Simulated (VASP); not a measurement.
The system is CrO2.

```
Cr O
1.0
     4.40919    0.00000    0.00000
     0.00000    4.40919    0.00000
     0.00000    0.00000    2.91389
Cr O
2 4
Direct
  0.00000 0.00000 0.50000
  0.50000 0.50000 0.00000
  0.19726 0.19726 0.00000
  0.30274 0.69726 0.50000
  0.80274 0.80274 0.00000
  0.69726 0.30274 0.50000
```

```yaml
Program: VASP 6.6.1
Task: relaxation of cell and atoms
Functional: PBE
Potentials_or_basis: VASP PAW PBE potentials, release 64 (Cr_pv, O)
Cutoff: 600 eV
k_mesh: 4 × 4 × 6
Occupations: gaussian, width 0.1 eV
Spin: collinear spin, ferromagnetic start
Starting_moments: "[1.9, 1.9, 0.0, 0.0, 0.0, 0.0] μB"
```

At the start: pressure 4.7 GPa; volume 9.44 Å³/atom.

How do energy, volume and symmetry change on relaxing?

Over 4 steps the energy falls by 2.9 meV/atom and the volume is 9.63 Å³/atom (+2.0 %); space group P4_2/mnm (No. 136, to 0.05 Å); moment 4.00 μB per cell.

The path:
| step | energy change (eV) | largest force (eV/Å) | pressure (GPa) | volume (Å³) |
| --- | --- | --- | --- | --- |
| 1 | 0.0000 | 0.0392 | 4.69 | 56.65 |
| 2 | 0.0008 | 0.1126 | -4.64 | 58.95 |
| 3 | -0.0163 | 0.0744 | -0.10 | 57.77 |
| 4 | -0.0174 | 0.0101 | -0.02 | 57.80 |

Final structure:
```
Cr O
1.0
     4.44499    0.00000    0.00000
     0.00000    4.44499    0.00000
     0.00000    0.00000    2.92529
Cr O
2 4
Direct
  0.00000 0.00000 0.50000
  0.50000 0.50000 0.00000
  0.19658 0.19658 0.00000
  0.30342 0.69658 0.50000
  0.80342 0.80342 0.00000
  0.69658 0.30342 0.50000
```

Caveat: only a ferromagnetic start was run, and an antiferromagnetic order may lie lower in energy.
